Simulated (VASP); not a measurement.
# La2O3 (P-3m1) in VASP: further runs, part 3 of 3

VASP 6.6.1.

**5. Relaxation of cell and atoms, r2SCAN+D4**

Input file POSCAR:

```
La2O3
1.0
    3.9307780000      0.0000000000      0.0000000000
   -1.9653890000      3.4041530000      0.0000000000
    0.0000000000      0.0000000000      6.1119540000
La O
2 3
Direct
    0.6666666667      0.3333333333      0.7537640000
    0.3333333333      0.6666666667      0.2462360000
    0.6666666667      0.3333333333      0.3541090000
    0.3333333333      0.6666666667      0.6458910000
    0.0000000000      0.0000000000      0.0000000000
```

Input file INCAR.step1:

```
  PREC = Accurate
  ENCUT = 600
  ISMEAR = 0
  SIGMA = 0.01
  LREAL = False
  LASPH = True
  NELM = 100
  GGA = PE
  ALGO = Normal
  EDIFF = 1E-4
  LWAVE = True
  LCHARG = False
```

Input file INCAR.step2:

```
  PREC = Accurate
  ENCUT = 600
  EDIFF = 1E-6
  ISMEAR = 0
  SIGMA = 0.01
  LREAL = False
  LASPH = True
  NELM = 100
  ALGO = Normal
  ISIF = 3
  LWAVE = False
  LCHARG = False
  METAGGA = R2SCAN
  LMIXTAU = True
  IVDW = 13
  VDW_S6 = 1.0
  VDW_S8 = 0.6018749
  VDW_A1 = 0.51559235
  VDW_A2 = 5.77342911
  IBRION = 2
  NSW = 80
  EDIFFG = -0.005
  ISTART = 1
```

Input file KPOINTS:

```
regular mesh
0
Gamma
  6 6 4
```

Potentials or basis: VASP PAW PBE potentials, release 64 (La, O).

Launch:

```console
$ cat potpaw_PBE.64/La/POTCAR potpaw_PBE.64/O/POTCAR > POTCAR
$ cp INCAR.step1 INCAR
$ mpirun -np 1 vasp_std > vasp.out
$ cp INCAR.step2 INCAR
$ mpirun -np 1 vasp_std > vasp.out
```

OUTCAR:

```text
PREC = Accurate
   ENCUT = 600
   EDIFF = 1E-6
   ISMEAR = 0
   LREAL = False
   LASPH = True
   NELM = 100
   ISIF = 3
   METAGGA = R2SCAN
   IVDW = 13
   IBRION = 2
   NSW = 80
   EDIFFG = -0.005
   ISTART = 1

 ion  position               nearest neighbor table
   1  0.667  0.333  0.754-   4 2.36   4 2.36   4 2.36   3 2.44   5 2.72   5 2.72   5 2.72
   2  0.333  0.667  0.246-   3 2.36   3 2.36   3 2.36   4 2.44   5 2.72   5 2.72   5 2.72
   3  0.667  0.333  0.354-   2 2.36   2 2.36   2 2.36   1 2.44
   4  0.333  0.667  0.646-   1 2.36   1 2.36   1 2.36   2 2.44
   5  0.000  0.000  0.000-   2 2.72   1 2.72   2 2.72   1 2.72   1 2.72   2 2.72

  LATTYP: Found a hexagonal cell.
 ALAT       =     3.9307780000
 C/A-ratio  =     1.5548967660

  Lattice vectors:

 A1 = (   3.9307780000,   0.0000000000,   0.0000000000)
 A2 = (  -1.9653890000,   3.4041530000,   0.0000000000)
 A3 = (   0.0000000000,   0.0000000000,   6.1119540000)

Analysis of symmetry for initial positions (statically):
=====================================================================
 Subroutine PRICEL returns:
 Original cell was already a primitive cell.

 Routine SETGRP: Setting up the symmetry group for a
 hexagonal supercell.

 Subroutine GETGRP returns: Found 12 space group operations
 (whereof 12 operations were pure point group operations)
 out of a pool of 24 trial point group operations.

The static configuration has the point symmetry D_3d.

Analysis of symmetry for dynamics (positions and initial velocities):
=====================================================================
 Subroutine PRICEL returns:
 Original cell was already a primitive cell.

 Routine SETGRP: Setting up the symmetry group for a
 hexagonal supercell.

 Subroutine GETGRP returns: Found 12 space group operations
 (whereof 12 operations were pure point group operations)
 out of a pool of 24 trial point group operations.

The dynamic configuration has the point symmetry D_3d.

 Subroutine INISYM returns: Found 12 space group operations
 (whereof 12 operations are pure point group operations),
 and found     1 'primitive' translations

----------------------------------------------------------------------------------------

                                     Primitive cell

  volume of cell :      81.7839

  direct lattice vectors                    reciprocal lattice vectors
     3.930778000  0.000000000  0.000000000     0.254402564  0.146879415  0.000000000
    -1.965389000  3.404153000  0.000000000     0.000000000  0.293758829  0.000000000
     0.000000000  0.000000000  6.111954000     0.000000000  0.000000000  0.163613797

  length of vectors
     3.930778000  3.930777476  6.111954000     0.293758790  0.293758829  0.163613797

  position of ions in fractional coordinates (direct lattice)
     0.666666667  0.333333333  0.753764000
     0.333333333  0.666666667  0.246236000
     0.666666667  0.333333333  0.354109000
     0.333333333  0.666666667  0.645891000
     0.000000000  0.000000000  0.000000000

  ion indices of the primitive-cell ions
   primitive index   ion index
                 1           1
                 2           2
                 3           3
                 4           4
                 5           5

----------------------------------------------------------------------------------------

 KPOINTS: regular mesh

Automatic generation of k-mesh.
 Grid dimensions read from file:
 generate k-points for:    6    6    4

 Generating k-lattice:

  Cartesian coordinates                     Fractional coordinates (reciprocal lattice)
     0.042400427  0.024479902  0.000000000     0.166666667  0.000000000  0.000000000
     0.000000000  0.048959805  0.000000000     0.000000000  0.166666667  0.000000000
     0.000000000  0.000000000  0.040903449     0.000000000  0.000000000  0.250000000

  Length of vectors
     0.048959798  0.048959805  0.040903449

  Shift w.r.t. Gamma in fractional coordinates (k-lattice)
     0.000000000  0.000000000  0.000000000

 Subroutine IBZKPT returns following result:
 ===========================================

 Found     24 irreducible k-points:

 Following reciprocal coordinates:
            Coordinates               Weight
  0.000000  0.000000  0.000000      1.000000
  0.166667 -0.000000  0.000000      6.000000
  0.333333 -0.000000  0.000000      6.000000
  0.500000  0.000000  0.000000      3.000000
  0.166667  0.166667  0.000000      6.000000
  0.333333  0.166667  0.000000     12.000000
[... 16 lines left out ...]
  0.333333  0.166667  0.500000     12.000000
  0.333333  0.333333  0.500000      2.000000
   k-points           NKPTS =     24   k-points in BZ     NKDIM =     24   number of bands    NBANDS=     24
   number of dos      NEDOS =    301   number of ions     NIONS =      5
   total plane-waves  NPLWV =  51200
   dimension x,y,z NGX =    32 NGY =   32 NGZ =   50
   dimension x,y,z NGXF=    64 NGYF=   64 NGZF=  100
   ions per type =               2   3
   NGX,Y,Z   is equivalent  to a cutoff of  13.53, 13.53, 13.60 a.u.
   NGXF,Y,Z  is equivalent  to a cutoff of  27.07, 27.07, 27.20 a.u.
 SYSTEM =  unknown system
   PREC   = accura    normal or accurate (medium, high low for compatibility)
   ISTART =      1    job   : 0-new  1-cont  2-samecut
   ICHARG =      0    charge: 1-file 2-atom 10-const
   ISPIN  =      1    spin polarized calculation?
   LNONCOLLINEAR =      F non collinear calculations
   LSORBIT =      F    spin-orbit coupling
   LASPH  =      T    aspherical Exc in radial PAW
   ENCUT  =  600.0 eV  44.10 Ry    6.64 a.u.   7.85  7.85 12.21*2*pi/ulx,y,z
   NELM   =    100;   NELMIN=  2; NELMDL=  0     # of ELM steps
   EDIFF  = 0.1E-05   stopping-criterion for ELM
   LREAL  =      F    real-space projection
   EDIFFG = -.5E-02   stopping-criterion for IOM
   NSW    =     80    number of steps for IOM
   IBRION =      2    ionic relax: 0-MD 1-quasi-New 2-CG
   NFREE  =      1    steps in history (QN), initial steepest desc. (CG)
   ISIF   =      3    stress and relaxation
   ISYM   =      2    0-nonsym 1-usesym 2-fastsym
   POTIM  = 0.5000    time-step for ionic-motion
   TEBEG  =    0.0;   TEEND  =   0.0 temperature during run
   PSTRESS=    0.0 pullay stress
   NELECT =      40.0000    total number of electrons
   NUPDOWN=      -1.0000    fix difference up-down
   EMIN   =  10.00;   EMAX   =-10.00  energy-range for DOS
   EFERMI =   0.00;   METHOD = LEGACY
   ISMEAR =     0;   SIGMA  =   0.01  broadening in eV -4-tet -1-fermi 0-gaus
   EFERMI_NEDOS =   21; number of points for ismear=-14 and -15
   IALGO  =     38    algorithm
   IMIX   =      4    mixing-type and parameters
     AMIX     =   0.40;   BMIX     =  1.00
     AMIX_MAG =   1.60;   BMIX_MAG =  1.00
  volume/ion in A,a.u.               =      16.36       110.38
  Fermi-wavevector in a.u.,A,eV,Ry     =   1.289849  2.437462 22.636162  1.663711
  Thomas-Fermi vector in A             =   2.421717
   LORBIT       =      0    0 simple, 1 ext, 2 COOP (PROOUT), +10 PAW based schemes
   METAGGA = R2SCAN    functional components
   LHFCALC =     F    Hartree Fock is set to
   AEXX    =    0.0000 exact exchange contribution
   IVDW    =    13    specifies the selected vdW correction
   LEPSILON=     F    determine dielectric tensor
   LRPA    =     F    only Hartree local field effects (RPA)
 conjugate gradient relaxation of ions
 non-spin polarized calculation
 Gauss-broadening in eV      SIGMA  =   0.01
  energy-cutoff  :      600.00
  volume of cell :       81.78
 maximum number of plane-waves:      2743
   NGX = 15   NGY = 15   NGZ = 25

--------------------------------------- Ionic step        1  -------------------------------------------

 number of electron      40.0000000 magnetization

 Free energy of the ion-electron system (eV)
  ---------------------------------------------------
  ext. energy  EPLUGINS =         0.00000000
  ---------------------------------------------------
  free energy    TOTEN  =       -96.06727983 eV

  energy without entropy =      -96.06727983  energy(sigma->0) =      -96.06727983

------------------------ aborting loop because EDIFF is reached ----------------------------------------

  DFT-D4 for vdW energy calculation

  Edisp (eV):   -0.46303

  FORCE on cell =-STRESS in cart. coord.  units (eV):
  Direction    XX          YY          ZZ          XY          YZ          ZX
  --------------------------------------------------------------------------------------
  -------------------------------------------------------------------------------------
  Total      -0.52312    -0.52312    -0.44321     0.00000     0.00000     0.00000
  in kB     -10.24819   -10.24819    -8.68264     0.00000     0.00000     0.00000
  external pressure =       -9.73 kB  Pullay stress =        0.00 kB
[... 282 lines left out ...]
  energy  without entropy=      -96.5322154212  energy(sigma->0) =      -96.53221542

--------------------------------------- Ionic step        8  -------------------------------------------

 number of electron      39.9999999 magnetization

 Free energy of the ion-electron system (eV)
  ---------------------------------------------------
  ext. energy  EPLUGINS =         0.00000000
  ---------------------------------------------------
  free energy    TOTEN  =       -96.06523502 eV

  energy without entropy =      -96.06523502  energy(sigma->0) =      -96.06523502

 E-fermi :   5.9153     XC(G=0): -11.1457

 val. band max:        5.8056918181   @ k =   0.5000   0.0000   0.5000
 cond. band min:      10.0483044443   @ k =   0.3333   0.3333   0.0000
 fundamental gap:      4.2426126262
 Fermi energy:         5.9152961635

 k-point     1 :       0.0000    0.0000    0.0000
  band No.  band energies     occupation
      1     -24.9064      2.00000
      2     -24.6382      2.00000
      3     -12.0462      2.00000
      4     -10.9118      2.00000
      5     -10.4024      2.00000
      6      -7.8975      2.00000
[... 673 lines left out ...]
  FREE ENERGIE OF THE ION-ELECTRON SYSTEM (eV)
  ---------------------------------------------------
  free  energy   TOTEN  =       -96.5322383185 eV

  energy  without entropy=      -96.5322383185  energy(sigma->0) =      -96.53223832

 reached required accuracy - stopping structural energy minimisation
```

Run time: 43 min. Hardware: 1 thread of Intel Xeon 8259CL, shared host; peak memory 0.28 GiB.

What came out:

```yaml
Free_energy: -96.5322 eV
Relaxed_volume: 16.23 Å³/atom
Relaxed_cell: a = 3.924 Å, b = 3.924 Å, c = 6.084 Å, α = 90.00°, β = 90.00°, γ = 120.00°
Space_group_after_relaxing_to_0.1_Å: P-3m1 (No. 164)
Energy_gained_by_relaxing: 0.4 meV/atom
Ionic_steps: 8
Pressure_after_relaxing: 0.0 GPa
Band_gap_on_the_k_mesh: 4.24 eV (least direct gap 4.36 eV)
Dispersion_energy_per_atom: -0.093 eV
```

Step by step:
| step | energy change (eV) | largest force (eV/Å) | pressure (GPa) | volume (Å³) |
| --- | --- | --- | --- | --- |
| 1 | 0.0000 | 0.0191 | -0.97 | 81.78 |
| 2 | 0.0005 | 0.1139 | 1.12 | 80.61 |
| 3 | -0.0017 | 0.0536 | 0.00 | 81.23 |
| 4 | -0.0018 | 0.0155 | 0.00 | 81.19 |
| 5 | -0.0018 | 0.0186 | -0.02 | 81.17 |
| 6 | -0.0019 | 0.0152 | 0.04 | 81.14 |
| 7 | -0.0019 | 0.0085 | 0.10 | 81.09 |
| 8 | -0.0019 | 0.0018 | 0.00 | 81.13 |

Final structure:
```yaml
crystal:
  lattice:
    - [3.92389, 0.00000, 0.00000]
    - [-1.96194, 3.39818, 0.00000]
    - [0.00000, 0.00000, 6.08441]
  atoms:
    - { symbol: La, position: [0.66667, 0.33333, 0.75441] }
    - { symbol: La, position: [0.33333, 0.66667, 0.24559] }
    - { symbol: O, position: [0.66667, 0.33333, 0.35345] }
    - { symbol: O, position: [0.33333, 0.66667, 0.64655] }
    - { symbol: O, position: [0.00000, 0.00000, 0.00000] }
```

Caveat: the PAW data sets were made with another functional, which shifts forces and pressure a little; spin-orbit coupling is left out, which moves the levels of the heavy elements.

**6. The runs side by side**

```tsv
level	gap on the mesh (eV)	pressure (GPa)	relaxed volume (Å³/atom)
revPBE+D3(BJ)	3.93	0.0	16.20
RPBE	3.89	0.0	17.05
PBE+D3(BJ)	3.87	0.0	16.20
r2SCAN+D4	4.24	0.0	16.23
```

Alike in all rows: task relaxation of cell and atoms; potentials or basis VASP PAW PBE potentials, release 64 (La, O); no spin polarisation; cell relaxed; k mesh 6 × 6 × 4; cutoff (eV) 600; smearing gaussian 0.01 eV.

Caveats: spin-orbit coupling is left out, which moves the levels of the heavy elements; the PAW data sets were made with another functional, which shifts forces and pressure a little (at least some runs).

Absolute energies hang on the potentials; compare differences alone.
